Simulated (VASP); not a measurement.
Wanted: the native input for a VASP 6.6.1 run.

```yaml
Task: single point
Functional: PBE
Potentials_or_basis: VASP PAW PBE potentials, release 64 (Na_pv, I)
Cutoff: 520 eV
k_mesh: 8 × 8 × 8
Occupations: gaussian, width 0.05 eV
Spin: no spin polarisation
Dipole_correction: no
Further_INCAR_settings: ALGO = Normal; EDIFF = 1e-06; NBANDS = 14
```

The structure of NaI lies in POSCAR:

```
NaI
1.0
    0.7888875205      3.6750613759      3.6750613759
    3.6750613759      0.7888875205      3.6750613759
    3.6750613759      3.6750613759      0.7888875205
Na I
1 1
Direct
    0.0000000000      0.0000000000      0.0000000000
    0.5000000000      0.5000000000      0.5000000000
```

This cell differs from its parent crystal: ratio of the length along [111] to the lengths across it x 1.41, volume and fractional coordinates fixed.

One way to write it, as run:

INCAR

```
ALGO     = Normal         # electronic algorithm
EDIFF    = 1E-6           # SCF threshold, eV
ENCUT    = 520            # plane-wave cutoff, eV
GGA      = PE             # functional
ISIF     = 2              # what is computed and relaxed
ISMEAR   = 0              # smearing method
LASPH    = T              # aspherical terms in the spheres
LCHARG   = T              # write CHGCAR
LELF     = T              # ELF
LREAL    = F              # projectors in reciprocal space
LVHAR    = T            
LWAVE    = F              # write WAVECAR
NBANDS   = 14             # bands
NELM     = 80             # most SCF steps
PREC     = Accurate       # precision mode
SIGMA    = 0.05           # smearing width, eV
```

KPOINTS

```
k-points
0
Gamma
  8 8 8
```

Potentials or basis: VASP PAW PBE potentials, release 64 (Na_pv, I).

The run is started by

```console
$ cat potpaw_PBE.64/Na_pv/POTCAR potpaw_PBE.64/I/POTCAR > POTCAR
$ mpirun -np 1 vasp_std > vasp.out
```

Results of the run:

The pressure is 0.5 GPa and the band gap on the k mesh is 1.78 eV.

Caveat: spin-orbit coupling is left out, which moves the levels of the heavy elements.

Run time: 120 s on 1 thread of Intel Xeon 8259CL, with other jobs on the host, peak memory 0.27 GiB.
